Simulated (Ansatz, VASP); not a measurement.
# Two plane-wave programs on Cs2Ir3

The input INCAR:

```
SYSTEM = Cs2Ir3
PREC     = Accurate       ! precision mode
ENCUT    = 560            ! plane-wave cutoff, eV
EDIFF    = 1E-6           ! SCF threshold, eV
ISMEAR   = 0              ! smearing method
SIGMA    = 0.1            ! smearing width, eV
LREAL    = .False.        ! projectors in reciprocal space
LASPH    = .True.         ! aspherical terms in the spheres
NELM     = 120            ! most SCF steps
ALGO     = Normal         ! electronic algorithm
ISIF     = 2              ! what is computed and relaxed
LWAVE    = .False.        ! write WAVECAR
LCHARG   = .False.        ! write CHGCAR
GGA      = PE             ! functional
NBANDS   = 42             ! bands
GGA_COMPAT= .False.
```

The input KPOINTS:

```
Automatic mesh
0
Gamma
  6 6 2
  0 0 0
```

File POSCAR:

```
Cs2Ir3
1.0
    4.7899687900      0.0000000000      0.0000000000
   -2.3949843900      4.1482346500      0.0000000000
    0.0000000000      0.0000000000      8.8191248100
Cs Ir
2 3
Direct
    0.0000000000      0.0000000000      0.2663251400
    0.0000000000      0.0000000000      0.7336748600
    0.3333333300      0.6666666700      0.0000000000
    0.6666666700      0.3333333300      0.0000000000
    0.0000000000      0.0000000000      0.0000000000
```

Input for Ansatz:

```yaml
crystal:
  lattice:
    - [4.78996879, 0.0, 0.0]
    - [-2.39498439, 4.14823465, 0.0]
    - [0.0, 0.0, 8.81912481]
  atoms:
    - { symbol: Cs, position: [0.0, 0.0, 0.26632514] }
    - { symbol: Cs, position: [0.0, 0.0, 0.73367486] }
    - { symbol: Ir, position: [0.33333333, 0.66666667, 0.0] }
    - { symbol: Ir, position: [0.66666667, 0.33333333, 0.0] }
    - { symbol: Ir, position: [0.0, 0.0, 0.0] }
basis:
  ecutwfc: 420
kpoints:
  mp_grid: { grid: [6, 6, 2] }
hamiltonian:
  xc: pbe
scf:
  occupations: { method: gaussian, width: 0.1 }
  lower_state_search: "off"
output:
  forces: true
  stress: true
  eigenvalues: true
```

Alike in both runs: task single point; functional PBE; k mesh 6 × 6 × 2; occupations gaussian, width 0.1 eV; no spin polarisation.

|  | VASP | Ansatz |
| --- | --- | --- |
| version | VASP 6.6.1 | Ansatz 0.2.0 |
| potentials or method | VASP PAW PBE potentials, release 64 (Cs_sv, Ir_sv_GW), cutoff 560 eV | scalar-relativistic, plane waves, PAW |
| valence electrons in the cell | 69 | 69 |

|  | VASP | Ansatz | Ansatz less VASP |
| --- | --- | --- | --- |
| gap on the k mesh at the Fermi level (eV) | none | none | - |
| pressure (GPa) | 3.1 | 2.6 | -0.45 |
| traceless stress, the component that is largest in VASP (GPa) | 21.04 | 19.24 | -1.797 |
| rms of the force components (eV/Å) | 2.152 | 1.916 | -0.2362 |

Atom by atom the forces differ by 0.236 eV/Å (rms over components). A gap of «none» marks a metal or a gap that the smearing closes.

Spin-orbit coupling is off throughout.
